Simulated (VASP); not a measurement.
# CoSi (R3m) in VASP: a series of runs

The runs below take CoSi through single point, with PBEsol.

Program: VASP 6.6.1. These are calculated values, not measurements. Logs are shortened: lines on timing, memory, paths and dates and some standing lists are left out, and cuts for length are marked.

## (1) The cell of the first run

Symmetry: R3m, No. 160, trigonal system. Conventional cell: a = 3.892 Å, b = 3.892 Å, c = 4.767 Å, α = 90.00°, β = 90.00°, γ = 120.00°. Co (site symmetry 3m) has 8 Si at 2.33 to 2.43 Å and 6 Co at 2.75 Å within 3.1 Å. Within 3.1 Å of Si (site symmetry 3m) lie 8 Co at 2.33 to 2.43 Å and 6 Si at 2.75 Å.

## (2) Single point, PBEsol, collinear spin, ferromagnetic start

INCAR

```
SYSTEM = CoSi
  PREC = Accurate
  ENCUT = 520
  EDIFF = 1E-6
  ISMEAR = 0
  SIGMA = 0.15
  LREAL = .FALSE.
  LASPH = .TRUE.
  NELM = 150
  ALGO = Normal
  ISIF = 2
  LWAVE = .FALSE.
  LCHARG = .TRUE.
  ISPIN = 2
  MAGMOM = 0.51 0
  LORBIT = 11
  LMAXMIX = 4
  GGA = PS
  LELF = .TRUE.
  LVHAR = .TRUE.
  NBANDS = 18
```

KPOINTS

```
Automatic mesh
0
G
  22 22 22
  0 0 0
```

POSCAR

```
CoSi
1.0
    2.7520624448      0.0000000000      0.0000000000
    0.0000000000      2.7520624448      0.0000000000
    0.0000000000      0.0000000000      2.7520624448
Co Si
1 1
Direct
    0.0104894108      0.0104894108      0.0104894108
    0.5000000000      0.5000000000      0.5000000000
```

Potentials or basis: VASP PAW PBE potentials, release 64 (Co, Si).

Launch:

```
> cat potpaw_PBE.64/Co/POTCAR potpaw_PBE.64/Si/POTCAR > POTCAR
> mpirun -np 1 vasp_std > vasp.out
```

OUTCAR:

```text
SYSTEM = CoSi
   PREC = Accurate
   ENCUT = 520
   EDIFF = 1E-6
   ISMEAR = 0
   LREAL = .FALSE.
   LASPH = .TRUE.
   NELM = 150
   ISIF = 2
   ISPIN = 2
   LORBIT = 11
   GGA = PS

 ion  position               nearest neighbor table
   1  0.010  0.010  0.010-   2 2.33   2 2.37   2 2.37   2 2.37   2 2.40   2 2.40   2 2.40   2 2.43

   2  0.500  0.500  0.500-   1 2.33   1 2.37   1 2.37   1 2.37   1 2.40   1 2.40   1 2.40   1 2.43

  LATTYP: Found a simple cubic cell.
 ALAT       =     2.7520624448

  Lattice vectors:

 A1 = (   2.7520624448,   0.0000000000,   0.0000000000)
 A2 = (   0.0000000000,   2.7520624448,   0.0000000000)
 A3 = (   0.0000000000,   0.0000000000,   2.7520624448)

Analysis of symmetry for initial positions (statically):
=====================================================================
 Subroutine PRICEL returns:
 Original cell was already a primitive cell.

 Routine SETGRP: Setting up the symmetry group for a
 simple cubic supercell.

 Subroutine GETGRP returns: Found  6 space group operations
 (whereof  6 operations were pure point group operations)
 out of a pool of 48 trial point group operations.

The static configuration has the point symmetry C_3v.

Analysis of symmetry for dynamics (positions and initial velocities):
=====================================================================
 Subroutine PRICEL returns:
 Original cell was already a primitive cell.

 Routine SETGRP: Setting up the symmetry group for a
 simple cubic supercell.

 Subroutine GETGRP returns: Found  6 space group operations
 (whereof  6 operations were pure point group operations)
 out of a pool of 48 trial point group operations.

The dynamic configuration has the point symmetry C_3v.

Analysis of structural, dynamic, and magnetic symmetry:
=====================================================================
 Subroutine PRICEL returns:
 Original cell was already a primitive cell.

 Routine SETGRP: Setting up the symmetry group for a
 simple cubic supercell.

 Subroutine GETGRP returns: Found  6 space group operations
 (whereof  6 operations were pure point group operations)
 out of a pool of 48 trial point group operations.

The overall configuration has the point symmetry C_3v.

 Subroutine INISYM returns: Found  6 space group operations
 (whereof  6 operations are pure point group operations),
 and found     1 'primitive' translations

----------------------------------------------------------------------------------------

                                     Primitive cell

  volume of cell :      20.8437

  direct lattice vectors                    reciprocal lattice vectors
     2.752062445  0.000000000  0.000000000     0.363363848  0.000000000  0.000000000
     0.000000000  2.752062445  0.000000000     0.000000000  0.363363848  0.000000000
     0.000000000  0.000000000  2.752062445     0.000000000  0.000000000  0.363363848

  length of vectors
     2.752062445  2.752062445  2.752062445     0.363363848  0.363363848  0.363363848

  position of ions in fractional coordinates (direct lattice)
     0.010489411  0.010489411  0.010489411
     0.500000000  0.500000000  0.500000000

  ion indices of the primitive-cell ions
   primitive index   ion index
                 1           1
                 2           2

----------------------------------------------------------------------------------------

 KPOINTS: Automatic mesh

Automatic generation of k-mesh.
 Grid dimensions read from file:
 generate k-points for:   22   22   22

 Generating k-lattice:

  Cartesian coordinates                     Fractional coordinates (reciprocal lattice)
     0.016516539  0.000000000  0.000000000     0.045454545  0.000000000  0.000000000
     0.000000000  0.016516539  0.000000000     0.000000000  0.045454545  0.000000000
     0.000000000  0.000000000  0.016516539     0.000000000  0.000000000  0.045454545

  Length of vectors
     0.016516539  0.016516539  0.016516539

  Shift w.r.t. Gamma in fractional coordinates (k-lattice)
     0.000000000  0.000000000  0.000000000

 Subroutine IBZKPT returns following result:
 ===========================================

 Found   1024 irreducible k-points:

 Following reciprocal coordinates:
            Coordinates               Weight
  0.000000  0.000000  0.000000      1.000000
  0.045455  0.000000  0.000000      6.000000
  0.090909  0.000000  0.000000      6.000000
  0.136364  0.000000  0.000000      6.000000
  0.181818  0.000000  0.000000      6.000000
  0.227273  0.000000  0.000000      6.000000
[... 16 lines left out ...]
  0.272727  0.045455  0.000000     12.000000
 -0.045455  0.272727  0.000000     12.000000
 [... further k-points ...]
   k-points           NKPTS =   1024   k-points in BZ     NKDIM =   1024   number of bands    NBANDS=     18
   number of dos      NEDOS =    301   number of ions     NIONS =      2
   total plane-waves  NPLWV =   8000
   dimension x,y,z NGX =    20 NGY =   20 NGZ =   20
   dimension x,y,z NGXF=    40 NGYF=   40 NGZF=   40
   ions per type =               1   1
   NGX,Y,Z   is equivalent  to a cutoff of  12.08, 12.08, 12.08 a.u.
   NGXF,Y,Z  is equivalent  to a cutoff of  24.16, 24.16, 24.16 a.u.
 SYSTEM =  CoSi
   PREC   = accura    normal or accurate (medium, high low for compatibility)
   ISTART =      0    job   : 0-new  1-cont  2-samecut
   ICHARG =      2    charge: 1-file 2-atom 10-const
   ISPIN  =      2    spin polarized calculation?
   LNONCOLLINEAR =      F non collinear calculations
   LSORBIT =      F    spin-orbit coupling
   LASPH  =      T    aspherical Exc in radial PAW
   ENCUT  =  520.0 eV  38.22 Ry    6.18 a.u.   5.12  5.12  5.12*2*pi/ulx,y,z
   NELM   =    150;   NELMIN=  2; NELMDL= -5     # of ELM steps
   EDIFF  = 0.1E-05   stopping-criterion for ELM
   LREAL  =      F    real-space projection
   EDIFFG = 0.1E-04   stopping-criterion for IOM
   NSW    =      0    number of steps for IOM
   IBRION =     -1    ionic relax: 0-MD 1-quasi-New 2-CG
   NFREE  =      0    steps in history (QN), initial steepest desc. (CG)
   ISIF   =      2    stress and relaxation
   ISYM   =      2    0-nonsym 1-usesym 2-fastsym
   POTIM  = 0.5000    time-step for ionic-motion
   TEBEG  =    0.0;   TEEND  =   0.0 temperature during run
   PSTRESS=    0.0 pullay stress
   NELECT =      13.0000    total number of electrons
   NUPDOWN=      -1.0000    fix difference up-down
   EMIN   =  10.00;   EMAX   =-10.00  energy-range for DOS
   EFERMI =   0.00;   METHOD = LEGACY
   ISMEAR =     0;   SIGMA  =   0.15  broadening in eV -4-tet -1-fermi 0-gaus
   EFERMI_NEDOS =   21; number of points for ismear=-14 and -15
   IALGO  =     38    algorithm
   IMIX   =      4    mixing-type and parameters
     AMIX     =   0.40;   BMIX     =  1.00
     AMIX_MAG =   1.60;   BMIX_MAG =  1.00
  volume/ion in A,a.u.               =      10.42        70.33
  Fermi-wavevector in a.u.,A,eV,Ry     =   1.398721  2.643199 26.618704  1.956420
  Thomas-Fermi vector in A             =   2.521851
   LORBIT       =     11    0 simple, 1 ext, 2 COOP (PROOUT), +10 PAW based schemes
   GGA     = PS    functional components
   LHFCALC =     F    Hartree Fock is set to
   AEXX    =    0.0000 exact exchange contribution
   IVDW    =     0    specifies the selected vdW correction
   LEPSILON=     F    determine dielectric tensor
   LRPA    =     F    only Hartree local field effects (RPA)
 spin polarized calculation
 Gauss-broadening in eV      SIGMA  =   0.15
  energy-cutoff  :      520.00
  volume of cell :       20.84
 maximum number of plane-waves:       587
   NGX = 11   NGY = 11   NGZ = 11

 number of electron      12.9999987 magnetization       0.4469755

 Free energy of the ion-electron system (eV)
  ---------------------------------------------------
  ext. energy  EPLUGINS =         0.00000000
  ---------------------------------------------------
  free energy    TOTEN  =       -14.55210009 eV

  energy without entropy =      -14.52945210  energy(sigma->0) =      -14.54077610

 E-fermi :  13.2291     XC(G=0): -13.2083

 val. band max:       13.2279368571   @ k =   0.4545   0.4091   0.3636
 cond. band min:      13.2295561590   @ k =   0.5000   0.3182   0.1818
 fundamental gap:      0.0016193019
 Fermi energy:        13.2290902247

 spin component 1

 k-point     1 :       0.0000    0.0000    0.0000
  band No.  band energies     occupation
      1      -1.2995      1.00000
      2       8.9882      1.00000
      3       8.9882      1.00000
      4      11.6597      1.00000
      5      11.6676      1.00000
      6      11.6676      1.00000
[... 10 lines left out ...]
     17      36.9658      0.00000
     18      36.9658      0.00000

 k-point     2 :       0.0455    0.0000    0.0000
  band No.  band energies     occupation
      1      -1.2587      1.00000
      2       8.9696      1.00000
      3       9.0024      1.00000
      4      11.6234      1.00000
      5      11.6295      1.00000
      6      11.6692      1.00000
[... 10 lines left out ...]
     17      37.1974      0.00000
     18      37.2032      0.00000

 k-point     3 :       0.0909    0.0000    0.0000
  band No.  band energies     occupation
      1      -1.1364      1.00000
      2       8.9043      1.00000
      3       9.0442      1.00000
      4      11.5178      1.00000
      5      11.5233      1.00000
      6      11.6783      1.00000
[... 412 lines left out ...]
 k-point    23 :       0.2727    0.0455    0.0000
  band No.  band energies     occupation
      1       0.1758      1.00000
      2       7.5310      1.00000
      3       9.4058      1.00000
      4      10.7775      1.00000
      5      10.8253      1.00000
      6      11.7291      1.00000
[... 10 lines left out ...]
     17      32.8565      0.00000
     18      38.9927      0.00000

 k-point    24 :      -0.0455    0.2727    0.0000
  band No.  band energies     occupation
      1       0.1757      1.00000
      2       7.5311      1.00000
      3       9.4056      1.00000
      4      10.7782      1.00000
      5      10.8256      1.00000
      6      11.7287      1.00000
[... 10 lines left out ...]
     17      32.8669      0.00000
     18      38.9831      0.00000

 [... further k-points ...]

 spin component 2

 k-point     1 :       0.0000    0.0000    0.0000
  band No.  band energies     occupation
      1      -1.2806      1.00000
      2       9.4364      1.00000
      3       9.4364      1.00000
      4      11.9730      1.00000
      5      11.9814      1.00000
      6      11.9814      1.00000
[... 10 lines left out ...]
     17      36.9626      0.00000
     18      36.9626      0.00000

 k-point     2 :       0.0455    0.0000    0.0000
  band No.  band energies     occupation
      1      -1.2398      1.00000
      2       9.4104      1.00000
      3       9.4519      1.00000
      4      11.9338      1.00000
      5      11.9404      1.00000
      6      11.9831      1.00000
[... 10 lines left out ...]
     17      37.1977      0.00000
     18      37.2038      0.00000

 k-point     3 :       0.0909    0.0000    0.0000
  band No.  band energies     occupation
      1      -1.1176      1.00000
      2       9.3212      1.00000
      3       9.4977      1.00000
      4      11.8208      1.00000
      5      11.8266      1.00000
      6      11.9925      1.00000
[... 412 lines left out ...]
 k-point    23 :       0.2727    0.0455    0.0000
  band No.  band energies     occupation
      1       0.1947      1.00000
      2       7.6964      1.00000
      3       9.8895      1.00000
      4      11.0520      1.00000
      5      11.0946      1.00000
      6      12.0453      1.00000
[... 10 lines left out ...]
     17      32.9245      0.00000
     18      39.0363      0.00000

 k-point    24 :      -0.0455    0.2727    0.0000
  band No.  band energies     occupation
      1       0.1947      1.00000
      2       7.6965      1.00000
      3       9.8894      1.00000
      4      11.0526      1.00000
      5      11.0949      1.00000
      6      12.0449      1.00000
[... 10 lines left out ...]
     17      32.9349      0.00000
     18      39.0271      0.00000

 [... further k-points ...]

------------------------ aborting loop because EDIFF is reached ----------------------------------------

  FORCE on cell =-STRESS in cart. coord.  units (eV):
  Direction    XX          YY          ZZ          XY          YZ          ZX
  --------------------------------------------------------------------------------------
  -------------------------------------------------------------------------------------
  Total        0.0725560      0.0725560      0.0725560      0.0323464      0.0323464      0.0323464
  in kB        5.5771062      5.5771062      5.5771062      2.4863500      2.4863500      2.4863500
  external PRESSURE =       5.5771062 kB  Pullay stress =       0.0000000 kB

 VOLUME and BASIS-vectors are now :
 -----------------------------------------------------------------------------
  energy-cutoff  :      520.00
  volume of cell :       20.84
      direct lattice vectors                 reciprocal lattice vectors
     2.752062445  0.000000000  0.000000000     0.363363848  0.000000000  0.000000000
     0.000000000  2.752062445  0.000000000     0.000000000  0.363363848  0.000000000
     0.000000000  0.000000000  2.752062445     0.000000000  0.000000000  0.363363848

 POSITION                                       TOTAL-FORCE (eV/Angst)
 -----------------------------------------------------------------------------------
      0.02887      0.02887      0.02887        -0.163993     -0.163993     -0.163993
      1.37603      1.37603      1.37603         0.163993      0.163993      0.163993
 -----------------------------------------------------------------------------------
    total drift:                                0.000126      0.000126      0.000132

  FREE ENERGIE OF THE ION-ELECTRON SYSTEM (eV)
  ---------------------------------------------------
  free  energy   TOTEN  =       -14.5521000946 eV

  energy  without entropy=      -14.5294520989  energy(sigma->0) =      -14.54077610

 total charge

# of ion       s       p       d       tot
------------------------------------------
    1        0.456   0.626   7.622   8.703
    2        0.706   0.884   0.000   1.590
--------------------------------------------------
tot          1.161   1.510   7.622  10.293

 magnetization (x)

# of ion       s       p       d       tot
------------------------------------------
    1        0.006   0.002   0.435   0.444
    2        0.001   0.009   0.000   0.010
--------------------------------------------------
tot          0.008   0.011   0.435   0.454
```

Run time: 3.4 min. Hardware: 1 thread of Intel Xeon 6975P-C (Granite Rapids), shared host; peak memory 0.62 GiB.

What came out:

| Quantity | Value |
| --- | --- |
| Free energy | -14.5521 eV |
| Pressure | 0.6 GPa |
| Largest force | 0.284 eV/Å |
| Net moment | 0.45 μB per cell |
| Site moments | Co +0.44; Si +0.01 μB |
| Valence electrons inside the program's atomic spheres | Co 8.70; Si 1.59 |

Forces in eV/Å, atoms in the order of the input:
```
Co  -0.164 -0.164 -0.164
Si   0.164  0.164  0.164
```

Levels at points of the mesh, in eV from the Fermi level:
Spin up:
```
           k point  band 4  band 5  band 6  band 7  band 8  band 9  band 10  band 11
(0.00, 0.00, 0.00)   -1.57   -1.56   -1.56    3.09    3.09    3.10     7.58     7.58
(0.50, 0.00, 0.00)   -2.88   -2.87   -1.40   -0.62    6.65    8.35     8.37     9.56
(0.50, 0.50, 0.00)   -4.31   -2.41   -2.41   -0.95    1.56    1.80     8.37    13.73
(0.50, 0.50, 0.50)   -1.45   -0.90   -0.90    1.22    1.23    1.23     3.63     3.63
```
Spin down:
| k point | band 4 | band 5 | band 6 | band 7 | band 8 | band 9 |
| --- | --- | --- | --- | --- | --- | --- |
| (0.00, 0.00, 0.00) | -1.26 | -1.25 | -1.25 | 3.11 | 3.11 | 3.12 |
| (0.50, 0.00, 0.00) | -2.62 | -2.62 | -1.08 | 0.02 | 6.65 | 8.44 |
| (0.50, 0.50, 0.00) | -3.98 | -2.13 | -2.12 | -0.26 | 1.83 | 2.18 |
| (0.50, 0.50, 0.50) | -1.44 | -0.21 | -0.21 | 1.25 | 1.26 | 1.26 |

Caveat: the cell differs from its parent crystal (all Co atoms moved -0.050 Å, as atom 1 towards its neighbour atom 2 (Si) at 2.383 Å); the PAW data sets were made with another functional, which shifts forces and pressure a little.

## (3) Single point, PBEsol, collinear spin, ferromagnetic start

INCAR

```
SYSTEM = CoSi
PREC = Accurate ; ENCUT = 520
EDIFF = 1E-6 ; ISMEAR = 0
SIGMA = 0.15 ; LREAL = .False.
LASPH = .True. ; NELM = 150
ALGO = Normal ; ISIF = 2
LWAVE = .False. ; LCHARG = .False.
ISPIN = 2 ; MAGMOM = 0.51 0
LORBIT = 11 ; LMAXMIX = 4
GGA = PS ; NBANDS = 18
```

KPOINTS

```
regular mesh
0
Gamma
  22 22 22
  0 0 0
```

Edit POSCAR of step 2 so:

```diff
@@ -8,3 +8,3 @@
 Direct
-    0.0104894108      0.0104894108      0.0104894108
+   -0.0157341162     -0.0157341162     -0.0157341162
     0.5000000000      0.5000000000      0.5000000000
```

Potentials or basis: VASP PAW PBE potentials, release 64 (Co, Si).

Launch:

```
> cat potpaw_PBE.64/Co/POTCAR potpaw_PBE.64/Si/POTCAR > POTCAR
> mpirun -np 1 vasp_std > vasp.out
```

Wall time 13 min (1 thread of Oxide Virtual Turin-like, shared host); peak memory 0.58 GiB.

It converged, with:

- Free energy: -14.5432 eV
- Pressure: 0.9 GPa
- Largest force: 0.432 eV/Å
- Net moment: 0.44 μB per cell
- Site moments: Co +0.44; Si +0.01 μB
- Valence electrons inside the program's atomic spheres: Co 8.71; Si 1.59

Forces in eV/Å, atoms in the order of the input:
```
Co   0.250  0.250  0.250
Si  -0.250 -0.250 -0.250
```

Stress tensor (GPa, compression positive):
```
0.89 0.56 0.56
0.56 0.89 0.56
0.56 0.56 0.89
```

Levels at points of the mesh, in eV from the Fermi level:
Spin up:
```csv
k point,band 5,band 6,band 7,band 8,band 9,band 10
"(0.00, 0.00, 0.00)",-1.56,-1.56,3.10,3.10,3.11,7.58
"(0.50, 0.00, 0.00)",-2.87,-1.41,-0.61,6.65,8.34,8.37
"(0.50, 0.50, 0.00)",-2.41,-2.40,-0.94,1.56,1.81,8.39
"(0.50, 0.50, 0.50)",-0.90,-0.90,1.21,1.23,1.23,3.64
```
Spin down:
```csv
k point,band 2,band 3,band 4,band 5,band 6,band 7,band 8,band 9,band 10,band 11
"(0.00, 0.00, 0.00)",-3.80,-3.80,-1.27,-1.25,-1.25,3.12,3.12,3.13,7.80,7.80
"(0.50, 0.00, 0.00)",-9.01,-2.93,-2.62,-2.62,-1.09,0.02,6.65,8.42,8.46,9.61
"(0.50, 0.50, 0.00)",-5.39,-5.38,-3.97,-2.13,-2.12,-0.26,1.82,2.18,8.40,13.73
"(0.50, 0.50, 0.50)",-6.03,-6.03,-1.44,-0.22,-0.22,1.25,1.26,1.26,3.86,3.86
```

Caveat: the cell differs from its parent crystal (all Co atoms moved +0.075 Å, as atom 1 towards its neighbour atom 2 (Si) at 2.383 Å); the PAW data sets were made with another functional, which shifts forces and pressure a little.
